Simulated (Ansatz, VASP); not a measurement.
KRe in VASP and in Ansatz

```
CELL_PARAMETERS angstrom
4.01540 0.00000 0.00000
0.00000 2.88393 0.00000
0.00000 0.00000 10.45496
ATOMIC_POSITIONS crystal
K 0.75000 0.00000 0.71098
K 0.25000 0.00000 0.28902
Re 0.75000 0.50000 0.05950
Re 0.25000 0.50000 0.94050
```

Alike in both runs: functional PBE; k mesh 4 × 6 × 4; occupations gaussian, width 0.1 eV; no spin polarisation.

Ansatz relaxed the structure, and its values are those at the end. VASP's run is a single point on that final structure, the one shown.

|  | VASP | Ansatz |
| --- | --- | --- |
| version | VASP 6.6.1 | Ansatz 0.2.0 |
| potentials or method | VASP PAW PBE potentials, release 64 (K_sv, Re), cutoff 520 eV | scalar-relativistic, plane waves, PAW |
| valence electrons in the cell | 32 | 48 |

```tsv
	VASP	Ansatz	Ansatz less VASP
gap on the k mesh at the Fermi level (eV)	none	none	-
pressure (GPa)	-0.5	0.0	+0.51
rms of the force components (eV/Å)	0.095	0.002	-0.0928
```

A gap of «none» marks a metal or a gap that the smearing closes. With one functional, cell and mesh, what is left measures potentials, basis and numerics. VASP's potentials hold 32 valence electrons a cell and Ansatz's 48, so a difference there can come from the potentials and not from the codes.

The k mesh is coarse, so the values compare programs but aren't converged. Neither program's run includes spin-orbit coupling.
